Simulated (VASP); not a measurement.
# SiW12 in VASP: notebook

Runs on SiW12. Level: PBE+D3(BJ). Tasks: single point.

All numbers are computed with VASP 6.6.1; they aren't measurements. Logs are shortened: lines on timing, memory, paths and dates and some standing lists are left out, and cuts for length are marked.

**1. The cell of the first run**

The cell holds a slab with vacuum, 13 atoms: a = 5.664 Å, b = 5.664 Å, c = 21.150 Å, α = 90.00°, β = 90.00°, γ = 90.00°.

**2. Single point, PBE+D3(BJ)**

Input file INCAR:

```
SYSTEM = SiW12
PREC = Accurate ; ENCUT = 520
EDIFF = 1E-6 ; ISMEAR = 0
SIGMA = 0.1 ; LREAL = .False.
LASPH = .True. ; NELM = 60
ALGO = Normal ; ISIF = 2
LWAVE = .False. ; LCHARG = .False.
LDIPOL = .True. ; IDIPOL = 3
DIPOL = 0.5 0.5 0.304 ; GGA = PE
IVDW = 12 ; NBANDS = 98
```

Input file KPOINTS:

```
regular mesh
0
Gamma
  5 5 1
  0 0 0
```

Input file POSCAR:

```
SiW12
1.0
    5.6644156868      0.0000000000      0.0000000000
    0.0000000000      5.6644156868      0.0000000000
    0.0000000000      0.0000000000     21.1500668291
W Si
12 1
Direct
    0.2500000000      0.2500000000      0.1891246979
    0.2500000000      0.7500000000      0.1891246979
    0.7500000000      0.2500000000      0.1891246979
    0.7500000000      0.7500000000      0.1891246979
    0.0000000000      0.0000000000      0.2848852803
    0.0000000000      0.5000000000      0.2848852803
    0.5000000000      0.0000000000      0.2848852803
    0.5000000000      0.5000000000      0.2848852803
    0.2500000000      0.2500000000      0.3806166143
    0.2500000000      0.7500000000      0.3806166143
    0.7500000000      0.2500000000      0.3806166143
    0.7500000000      0.7500000000      0.3806166143
    0.4166666667      0.4166666667      0.5271882552
```

Potentials or basis: VASP PAW PBE potentials, release 64 (W_sv, Si).

Command:

```
> cat potpaw_PBE.64/W_sv/POTCAR potpaw_PBE.64/Si/POTCAR > POTCAR
> mpirun -np 1 vasp_std > vasp.out
```

OUTCAR:

```text
SYSTEM = SiW12
   PREC = Accurate
   ENCUT = 520
   EDIFF = 1E-6
   ISMEAR = 0
   LREAL = .False.
   LASPH = .True.
   NELM = 60
   ISIF = 2
   GGA = PE
   IVDW = 12
 IVDW          = 12

 ion  position               nearest neighbor table
   1  0.250  0.250  0.189-   2 2.83   3 2.83   2 2.83   3 2.83   7 2.85   8 2.85   5 2.85   6 2.85

   2  0.250  0.750  0.189-   1 2.83   4 2.83   1 2.83   4 2.83   7 2.85   8 2.85   5 2.85   6 2.85

   3  0.750  0.250  0.189-   1 2.83   4 2.83   4 2.83   1 2.83   7 2.85   8 2.85   5 2.85   6 2.85
[... 15 lines left out ...]
  11  0.750  0.250  0.381-   9 2.83  12 2.83  12 2.83   9 2.83   5 2.85   6 2.85   7 2.85   8 2.85

  12  0.750  0.750  0.381-  10 2.83  11 2.83  11 2.83  10 2.83   5 2.85   6 2.85   7 2.85   8 2.85

  13  0.417  0.417  0.527-

  LATTYP: Found a simple tetragonal cell.
 ALAT       =     5.6644156868
 C/A-ratio  =     3.7338479375

  Lattice vectors:

 A1 = (   5.6644156868,   0.0000000000,   0.0000000000)
 A2 = (   0.0000000000,   5.6644156868,   0.0000000000)
 A3 = (   0.0000000000,   0.0000000000,  21.1500668291)

Analysis of symmetry for initial positions (statically):
=====================================================================
 Subroutine PRICEL returns:
 Original cell was already a primitive cell.

 Routine SETGRP: Setting up the symmetry group for a
 simple tetragonal supercell.

 Subroutine GETGRP returns: Found  2 space group operations
 (whereof  2 operations were pure point group operations)
 out of a pool of 16 trial point group operations.

The static configuration has the point symmetry C_1h.

Analysis of symmetry for dynamics (positions and initial velocities):
=====================================================================
 Subroutine PRICEL returns:
 Original cell was already a primitive cell.

 Routine SETGRP: Setting up the symmetry group for a
 simple tetragonal supercell.

 Subroutine GETGRP returns: Found  2 space group operations
 (whereof  2 operations were pure point group operations)
 out of a pool of 16 trial point group operations.

The dynamic configuration has the point symmetry C_1h.

 Subroutine INISYM returns: Found  2 space group operations
 (whereof  2 operations are pure point group operations),
 and found     1 'primitive' translations

----------------------------------------------------------------------------------------

                                     Primitive cell

  volume of cell :     678.6127

  direct lattice vectors                    reciprocal lattice vectors
     5.664415687  0.000000000  0.000000000     0.176540716  0.000000000  0.000000000
     0.000000000  5.664415687  0.000000000     0.000000000  0.176540716  0.000000000
     0.000000000  0.000000000 21.150066829     0.000000000  0.000000000  0.047281174

  length of vectors
     5.664415687  5.664415687 21.150066829     0.176540716  0.176540716  0.047281174

  position of ions in fractional coordinates (direct lattice)
     0.250000000  0.250000000  0.189124698
     0.250000000  0.750000000  0.189124698
     0.750000000  0.250000000  0.189124698
     0.750000000  0.750000000  0.189124698
     0.000000000  0.000000000  0.284885280
     0.000000000  0.500000000  0.284885280
     0.500000000  0.000000000  0.284885280
     0.500000000  0.500000000  0.284885280
     0.250000000  0.250000000  0.380616614
     0.250000000  0.750000000  0.380616614
     0.750000000  0.250000000  0.380616614
     0.750000000  0.750000000  0.380616614
     0.416666667  0.416666667  0.527188255

  ion indices of the primitive-cell ions
   primitive index   ion index
                 1           1
                 2           2
                 3           3
                 4           4
                 5           5
                 6           6
                 7           7
                 8           8
                 9           9
                10          10
                11          11
                12          12
                13          13

----------------------------------------------------------------------------------------

 KPOINTS: regular mesh

Automatic generation of k-mesh.
 Grid dimensions read from file:
 generate k-points for:    5    5    1

 Generating k-lattice:

  Cartesian coordinates                     Fractional coordinates (reciprocal lattice)
     0.035308143  0.000000000  0.000000000     0.200000000  0.000000000  0.000000000
     0.000000000  0.035308143  0.000000000     0.000000000  0.200000000  0.000000000
     0.000000000  0.000000000  0.047281174     0.000000000  0.000000000  1.000000000

  Length of vectors
     0.035308143  0.035308143  0.047281174

  Shift w.r.t. Gamma in fractional coordinates (k-lattice)
     0.000000000  0.000000000  0.000000000

 Subroutine IBZKPT returns following result:
 ===========================================

 Found      9 irreducible k-points:

 Following reciprocal coordinates:
            Coordinates               Weight
  0.000000  0.000000  0.000000      1.000000
  0.200000  0.000000  0.000000      4.000000
  0.400000  0.000000  0.000000      4.000000
  0.200000  0.200000  0.000000      2.000000
 -0.200000  0.200000  0.000000      2.000000
  0.400000  0.200000  0.000000      4.000000
 -0.200000  0.400000  0.000000      4.000000
  0.400000  0.400000  0.000000      2.000000
 -0.400000  0.400000  0.000000      2.000000
   k-points           NKPTS =      9   k-points in BZ     NKDIM =      9   number of bands    NBANDS=     98
   number of dos      NEDOS =    301   number of ions     NIONS =     13
   total plane-waves  NPLWV = 282240
   dimension x,y,z NGX =    42 NGY =   42 NGZ =  160
   dimension x,y,z NGXF=    84 NGYF=   84 NGZF=  320
   ions per type =              12   1
   NGX,Y,Z   is equivalent  to a cutoff of  12.33, 12.33, 12.58 a.u.
   NGXF,Y,Z  is equivalent  to a cutoff of  24.65, 24.65, 25.15 a.u.
 SYSTEM =  SiW12
   PREC   = accura    normal or accurate (medium, high low for compatibility)
   ISTART =      0    job   : 0-new  1-cont  2-samecut
   ICHARG =      2    charge: 1-file 2-atom 10-const
   ISPIN  =      1    spin polarized calculation?
   LNONCOLLINEAR =      F non collinear calculations
   LSORBIT =      F    spin-orbit coupling
   LASPH  =      T    aspherical Exc in radial PAW
   ENCUT  =  520.0 eV  38.22 Ry    6.18 a.u.  10.53 10.53 39.33*2*pi/ulx,y,z
   NELM   =     60;   NELMIN=  2; NELMDL= -5     # of ELM steps
   EDIFF  = 0.1E-05   stopping-criterion for ELM
   LREAL  =      F    real-space projection
   EDIFFG = 0.1E-04   stopping-criterion for IOM
   NSW    =      0    number of steps for IOM
   IBRION =     -1    ionic relax: 0-MD 1-quasi-New 2-CG
   NFREE  =      0    steps in history (QN), initial steepest desc. (CG)
   ISIF   =      2    stress and relaxation
   ISYM   =      2    0-nonsym 1-usesym 2-fastsym
   POTIM  = 0.5000    time-step for ionic-motion
   TEBEG  =    0.0;   TEEND  =   0.0 temperature during run
   PSTRESS=    0.0 pullay stress
   NELECT =     172.0000    total number of electrons
   NUPDOWN=      -1.0000    fix difference up-down
   EMIN   =  10.00;   EMAX   =-10.00  energy-range for DOS
   EFERMI =   0.00;   METHOD = LEGACY
   ISMEAR =     0;   SIGMA  =   0.10  broadening in eV -4-tet -1-fermi 0-gaus
   EFERMI_NEDOS =   21; number of points for ismear=-14 and -15
   IALGO  =     38    algorithm
   IMIX   =      4    mixing-type and parameters
     AMIX     =   0.40;   BMIX     =  1.00
     AMIX_MAG =   1.60;   BMIX_MAG =  1.00
  volume/ion in A,a.u.               =      52.20       352.27
  Fermi-wavevector in a.u.,A,eV,Ry     =   1.036041  1.957834 14.604238  1.073381
  Thomas-Fermi vector in A             =   2.170413
   LORBIT       =      0    0 simple, 1 ext, 2 COOP (PROOUT), +10 PAW based schemes
   GGA     = PE    functional components
   LHFCALC =     F    Hartree Fock is set to
   AEXX    =    0.0000 exact exchange contribution
   IVDW    =    12    specifies the selected vdW correction
   LEPSILON=     F    determine dielectric tensor
   LRPA    =     F    only Hartree local field effects (RPA)
 non-spin polarized calculation
 Gauss-broadening in eV      SIGMA  =   0.10
  energy-cutoff  :      520.00
  volume of cell :      678.61
 maximum number of plane-waves:     18347
 NGX is ok and might be reduce to    42
   NGX = 21   NGY = 21   NGZ = 79

 dipolmoment           0.000000      0.000000      0.002716 electrons x Angstroem

 number of electron     171.9999987 magnetization

 dipolmoment           0.000000      0.000000     -0.054235 electrons x Angstroem

 Free energy of the ion-electron system (eV)
  ---------------------------------------------------
  ext. energy  EPLUGINS =         0.00000000
  ---------------------------------------------------
  free energy    TOTEN  =      -139.66886049 eV

  energy without entropy =     -139.54226955  energy(sigma->0) =     -139.60556502

 E-fermi :   0.3089     XC(G=0):  -5.4654

 val. band max:        0.2953732853   @ k =   0.4000   0.2000   0.0000
 cond. band min:       0.3144336871   @ k =   0.4000   0.0000   0.0000
 fundamental gap:      0.0190604018
 Fermi energy:         0.3088975658

 k-point     1 :       0.0000    0.0000    0.0000
  band No.  band energies     occupation
      1     -73.6447      2.00000
      2     -73.6020      2.00000
      3     -73.5861      2.00000
      4     -73.5694      2.00000
      5     -73.5550      2.00000
      6     -73.5128      2.00000
[... 898 lines left out ...]
     97       1.1993      0.00000
     98       1.2666      0.00000

------------------------ aborting loop because EDIFF is reached ----------------------------------------

 vacuum level on the upper side and lower side of the slab       (xc-potential included)        -0.341         0.006

 Edisp (eV)   -5.14035

 E8    (eV) :    -2.7215

  FORCE on cell =-STRESS in cart. coord.  units (eV):
  Direction    XX          YY          ZZ          XY          YZ          ZX
  --------------------------------------------------------------------------------------
  -------------------------------------------------------------------------------------
  Total     -35.80968   -35.80968    -8.89496    -0.05886    -0.35162    -0.35162
  in kB     -84.54521   -84.54521   -21.00065    -0.13897    -0.83016    -0.83016
  external pressure =      -63.36 kB  Pullay stress =        0.00 kB

 VOLUME and BASIS-vectors are now :
 -----------------------------------------------------------------------------
  energy-cutoff  :      520.00
  volume of cell :      678.61
      direct lattice vectors                 reciprocal lattice vectors
     5.664415687  0.000000000  0.000000000     0.176540716  0.000000000  0.000000000
     0.000000000  5.664415687  0.000000000     0.000000000  0.176540716  0.000000000
     0.000000000  0.000000000 21.150066829     0.000000000  0.000000000  0.047281174

 POSITION                                       TOTAL-FORCE (eV/Angst)
 -----------------------------------------------------------------------------------
      1.41610      1.41610      4.00000        -0.037279     -0.037279      0.175396
      1.41610      4.24831      4.00000        -0.009758      0.052081      0.085778
      4.24831      1.41610      4.00000         0.052081     -0.009758      0.085778
      4.24831      4.24831      4.00000         0.032952      0.032952      0.071422
      0.00000      0.00000      6.02534        -0.045936     -0.045936     -0.398238
      0.00000      2.83221      6.02534        -0.090486      0.124112     -0.239952
      2.83221      0.00000      6.02534         0.124112     -0.090486     -0.239952
      2.83221      2.83221      6.02534         0.010165      0.010165     -0.033329
      1.41610      1.41610      8.05007         0.114906      0.114906      1.491145
      1.41610      4.24831      8.05007         0.043334     -0.068643      0.718859
      4.24831      1.41610      8.05007        -0.068643      0.043334      0.718859
      4.24831      4.24831      8.05007        -0.060147     -0.060147      0.417839
      2.36017      2.36017     11.15007        -0.065301     -0.065301     -2.853606
 -----------------------------------------------------------------------------------
    total drift:                               -0.000083     -0.000083     -0.000046

  FREE ENERGIE OF THE ION-ELECTRON SYSTEM (eV)
  ---------------------------------------------------
  free  energy   TOTEN  =      -144.8092115197 eV

  energy  without entropy=     -144.6826205771  energy(sigma->0) =     -144.74591605

 vacuum level on the upper side and lower side of the slab         4.488         4.848
```

Run time: 26 min. Hardware: 1 thread of Intel Xeon 6975P-C (Granite Rapids), shared host; peak memory 0.82 GiB.

What came out:

```
Free energy                : -144.8092 eV
Largest force              : 2.855 eV/Å
Band gap on the k mesh     : zero (band 86 reaches 0.37 eV, above the bottom of band 87 at 0.14 eV)
Dispersion energy per atom : -0.395 eV
```

Forces in eV/Å, atoms in the order of the input:
```
W   -0.037 -0.037  0.175
W   -0.010  0.052  0.086
W    0.052 -0.010  0.086
W    0.033  0.033  0.071
W   -0.046 -0.046 -0.398
W   -0.090  0.124 -0.240
W    0.124 -0.090 -0.240
W    0.010  0.010 -0.033
W    0.115  0.115  1.491
W    0.043 -0.069  0.719
W   -0.069  0.043  0.719
W   -0.060 -0.060  0.418
Si  -0.065 -0.065 -2.854
```

Caveat: spin-orbit coupling is left out, which moves the levels of the heavy elements.

**3. Single point, PBE+D3(BJ)**

Input file INCAR:

```
SYSTEM = SiW12
PREC = Accurate
ENCUT = 520
EDIFF = 1E-6
ISMEAR = 0
SIGMA = 0.1
LREAL = .FALSE.
LASPH = .TRUE.
NELM = 60
ALGO = Normal
ISIF = 2
LWAVE = .FALSE.
LCHARG = .FALSE.
LDIPOL = .TRUE.
IDIPOL = 3
DIPOL = 0.5 0.5 0.304
GGA = PE
IVDW = 12
NBANDS = 98
```

Input file KPOINTS:

```
regular mesh
0
G
  5 5 1
  0 0 0
```

POSCAR, as its differences from that of step 2:

```diff
@@ -20,2 +20,2 @@
     0.7500000000      0.7500000000      0.3806166143
-    0.4166666667      0.4166666667      0.5271882552
+    0.3333333333      0.3333333333      0.5271882552
```

Potentials or basis: VASP PAW PBE potentials, release 64 (W_sv, Si).

Command:

```
> cat potpaw_PBE.64/W_sv/POTCAR potpaw_PBE.64/Si/POTCAR > POTCAR
> mpirun -np 1 vasp_std > vasp.out
```

Wall time 24 min (1 thread of Intel Xeon 6975P-C (Granite Rapids), shared host); peak memory 0.85 GiB.

Results (log left out):

```
Free energy                : -144.8876 eV
Largest force              : 2.885 eV/Å
Band gap on the k mesh     : zero (band 86 reaches 0.43 eV, above the bottom of band 87 at 0.16 eV)
Dispersion energy per atom : -0.395 eV
```

Forces in eV/Å, atoms in the order of the input:
```
W   -0.032 -0.032  0.245
W    0.002  0.043  0.050
W    0.043  0.002  0.050
W    0.021  0.021  0.069
W   -0.111 -0.111 -0.366
W   -0.131  0.157 -0.235
W    0.157 -0.131 -0.235
W    0.084  0.084 -0.127
W    0.114  0.114  2.108
W    0.021 -0.050  0.578
W   -0.050  0.021  0.578
W   -0.035 -0.035  0.167
Si  -0.083 -0.083 -2.882
```

Levels at points of the mesh, in eV from the Fermi level:
```csv
k point,band 85,band 86,band 87,band 88,band 89,band 90
"(0.00, 0.00, 0.00)",-0.02,-0.02,0.37,0.44,0.62,1.05
```

Caveat: spin-orbit coupling is left out, which moves the levels of the heavy elements.
